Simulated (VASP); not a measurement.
A run of VASP 6.6.1 is set up as follows.

Contents of INCAR:

```
SYSTEM = Pt
  PREC = Accurate
  ENCUT = 520
  EDIFF = 1E-6
  ISMEAR = 0
  SIGMA = 0.1
  LREAL = .FALSE.
  LASPH = .TRUE.
  NELM = 80
  ALGO = Fast
  ISIF = 2
  LWAVE = .FALSE.
  LCHARG = .FALSE.
  GGA = PS
  NBANDS = 17
```

KPOINTS

```
regular mesh
0
G
  18 18 14
  0 0 0
```

Contents of POSCAR:

```
Pt
1.0
    1.9982109524      1.9982109524      0.0000000000
   -1.9982109524      1.9982109524      0.0000000000
    0.0000000000      0.0000000000      3.9964219048
Pt
2
Direct
    0.0000000000      0.0000000000      0.0000000000
    0.5000000000      0.5000000000      0.5000000000
```

Potentials or basis: VASP PAW PBE potentials, release 64 (Pt).

Command:

```bash
$ cat potpaw_PBE.64/Pt/POTCAR > POTCAR
$ mpirun -np 1 vasp_std > vasp.out
```

Question: Estimate the band gap on the k mesh.

Answer: Zero (bands 10 and 11 overlap by 1.52 eV).

Question: Estimate the pressure.

Answer: -14.9 GPa.

Caveat: the cell differs from its parent crystal (equal strain along all axes, cell held: +2.0 %); the cell stands under tension; the PAW data sets were made with another functional, which shifts forces and pressure a little; spin-orbit coupling is left out, which moves the levels of the heavy elements.
